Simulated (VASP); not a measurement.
# Hf: single point with PBEsol

Hf:

```
Hf
1.0
    -1.50580    1.50580    1.50580
     1.50580   -1.50580    1.50580
     1.50580    1.50580   -1.50580
Hf
1
Direct
  0.00000 0.00000 0.00000
```

This isn't the form of Hf at room conditions, which is hcp.

- Program: VASP 6.6.1
- Task: single point
- Functional: PBEsol
- Potentials or basis: VASP PAW PBE potentials, release 64 (Hf_pv)
- Cutoff: 500 eV
- k mesh: 18 × 18 × 18
- Occupations: gaussian, width 0.1 eV
- Spin: no spin polarisation

The pressure is 98.9 GPa and the band gap on the k mesh is zero (bands 5 and 6 overlap by 2.96 eV).

Levels at points of the mesh, in eV from the Fermi level:
| k point | band 2 | band 3 | band 4 | band 5 | band 6 | band 7 | band 8 | band 9 |
| --- | --- | --- | --- | --- | --- | --- | --- | --- |
| (0.00, 0.00, 0.00) | -27.85 | -27.85 | -8.10 | 1.64 | 1.64 | 1.64 | 6.10 | 6.10 |
| (0.50, 0.00, 0.00) | -28.93 | -27.92 | -5.35 | -1.93 | 4.70 | 6.51 | 8.06 | 13.06 |
| (0.50, 0.50, 0.50) | -30.21 | -30.21 | -5.57 | -5.57 | 11.25 | 11.25 | 11.25 | 12.78 |

Run time: 17 s on 1 thread of Intel(R) Xeon(R) Platinum 8259CL CPU @ 2.50GHz (Skylake/Cascade Lake) (shared host), peak memory 0.14 GiB.

Caveat: the cell stands under pressure; the PAW data sets were made with another functional, which shifts forces and pressure a little; spin-orbit coupling is left out, which moves the levels of the heavy elements.
